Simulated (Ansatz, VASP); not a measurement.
Two plane-wave programs on CaO

Contents of INCAR:

```
SYSTEM = CaO
PREC = Accurate
ENCUT = 520
EDIFF = 1E-7
ISMEAR = 0
SIGMA = 0.1
LREAL = .FALSE.
LASPH = .TRUE.
NELM = 100
ALGO = Normal
ISIF = 2
LWAVE = .FALSE.
LCHARG = .FALSE.
GGA = PE
NBANDS = 24
```

Contents of KPOINTS:

```
regular mesh
0
G
  6 6 4
  0 0 0
```

Contents of POSCAR:

```
CaO
1.0
    3.9919758200      0.0000000000      0.0000000000
   -1.9959879100      3.4571524800      0.0000000000
    0.0000000000      0.0000000000      4.7848400100
Ca O
2 2
Direct
    0.3333333300      0.6666666700      0.7500000000
    0.6666666700      0.3333333300      0.2500000000
    0.3333333300      0.6666666700      0.2500000000
    0.6666666700      0.3333333300      0.7500000000
```

Input for Ansatz:

```yaml
crystal:
  lattice:
    - [3.99197582, 0.0, 0.0]
    - [-1.99598791, 3.45715248, 0.0]
    - [0.0, 0.0, 4.78484001]
  atoms:
    - { symbol: Ca, position: [0.33333333, 0.66666667, 0.75] }
    - { symbol: Ca, position: [0.66666667, 0.33333333, 0.25] }
    - { symbol: O, position: [0.33333333, 0.66666667, 0.25] }
    - { symbol: O, position: [0.66666667, 0.33333333, 0.75] }
basis:
  ecutwfc: 420
kpoints:
  mp_grid: { grid: [6, 6, 4] }
hamiltonian:
  xc: pbe
scf:
  occupations: { method: gaussian, width: 0.1 }
output:
  forces: true
  stress: true
  eigenvalues: true
```

Alike in both runs: task single point; functional PBE; k mesh 6 × 6 × 4; occupations gaussian, width 0.1 eV; no spin polarisation.

|  | VASP | Ansatz |
| --- | --- | --- |
| version | VASP 6.6.1 | Ansatz 0.2.0 |
| potentials or method | VASP PAW PBE potentials, release 64 (Ca_sv, O), cutoff 520 eV | scalar-relativistic, plane waves, PAW |
| valence electrons in the cell | 32 | 32 |

Ansatz gave:

| Quantity | Value |
| --- | --- |
| gap on the k mesh at the Fermi level (eV) | 3.18 |
| least direct gap on the mesh (eV) | 3.18 |
| pressure (GPa) | 1.0 |
| traceless stress, the component that is largest in VASP (GPa) | 0.23 |

Q: Which values does VASP return?

A: gap on the k mesh at the Fermi level (eV): 3.16; least direct gap on the mesh (eV): 3.16; pressure (GPa): 1.5; traceless stress, the component that is largest in VASP (GPa): 0.25.
